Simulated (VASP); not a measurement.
HfN:

```
Hf N
1.0
     2.86221    0.00000    0.00000
     0.00000    2.86221    0.00000
     0.00000    0.00000    2.86221
Hf N
1 1
Direct
  0.50000 0.50000 0.50000
  0.00000 0.00000 0.00000
```

Base run:

```yaml
Program: VASP 6.6.1
Functional: PBE
Potentials_or_basis: VASP PAW PBE potentials, release 64 (Hf_pv, N)
Cutoff: 520 eV
k_mesh: 9 × 9 × 9
Occupations: fermi-dirac, width 0.05 eV
Spin: no spin polarisation
```

Its results: pressure -10.7 GPa.

The run is repeated on the same cell with these changes: functional from PBE to LDA; potentials or basis from VASP PAW PBE potentials, release 64 (Hf_pv, N) to VASP PAW LDA potentials, release 64 (Hf_pv, N). What comes out?

Pressure -24.0 GPa.
